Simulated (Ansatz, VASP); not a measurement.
## BN in VASP and in Ansatz

```
CELL_PARAMETERS angstrom
2.50399 0.00000 0.00000
-1.25200 2.16852 0.00000
0.00000 0.00000 6.66120
ATOMIC_POSITIONS crystal
B 0.43817 0.66667 0.25000
B 0.66671 0.33333 0.75000
N 0.33334 0.66667 0.75000
N 0.58572 0.33333 0.25000
```

Change from the starting cell: mode 9 (1350.8 1/cm) frozen in, largest displacement +0.263 Å.

Alike in both runs: task single point; functional LDA; k mesh 12 × 12 × 4; occupations gaussian, width 0.05 eV; no spin polarisation.

```csv
,VASP,Ansatz
version,VASP 6.6.1,Ansatz 0.2.0
potentials or method,"VASP PAW LDA potentials, release 64 (B, N), cutoff 520 eV","scalar-relativistic, plane waves, PAW"
valence electrons in the cell,16,16
```

|  | VASP | Ansatz | Ansatz less VASP |
| --- | --- | --- | --- |
| gap on the k mesh at the Fermi level (eV) | 2.46 | 2.49 | +0.025 |
| least direct gap on the mesh (eV) | 3.38 | 3.40 | +0.024 |
| rms of the force components (eV/Å) | 12.990 | 12.776 | -0.2140 |

LDA's correlation is that of Perdew and Zunger in VASP and of Perdew and Wang (1992) in Ansatz. Atom by atom the forces differ by 0.215 eV/Å (rms over components).
